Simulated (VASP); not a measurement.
The system is Sn3Se.

```xyz
4
Lattice="4.8349 0.0000 0.0000 0.0000 4.8349 0.0000 0.0000 0.0000 4.8349" Properties=species:S:1:pos:R:3 pbc="T T T"
Sn    2.4174    2.4174    0.0000
Sn    2.4174    0.0000    2.4174
Sn    0.0000    2.4174    2.4174
Se    0.0000    0.0000    0.0000
```

Base run:

| Item | Value |
| --- | --- |
| Program | VASP 6.6.1 |
| Functional | r2SCAN |
| Potentials or basis | VASP PAW PBE potentials, release 64 (Sn_d, Se) |
| Cutoff | 520 eV |
| k mesh | 6 × 6 × 6 |
| Occupations | fermi-dirac, width 0.05 eV |
| Spin | no spin polarisation |

Its results: band gap on the k mesh zero (band 24 reaches 8.37 eV, above the bottom of band 25 at 6.13 eV); pressure -3.0 GPa.

**Question.** The run is repeated on the same cell with these changes: functional from r2SCAN to PBE. What comes out?

**Answer.** Band gap on the k mesh zero (band 24 reaches 8.40 eV, above the bottom of band 25 at 6.28 eV); pressure -2.3 GPa.

Caveats: spin-orbit coupling is left out, which moves the levels of the heavy elements; the PAW data sets were made with another functional, which shifts forces and pressure a little (some runs).
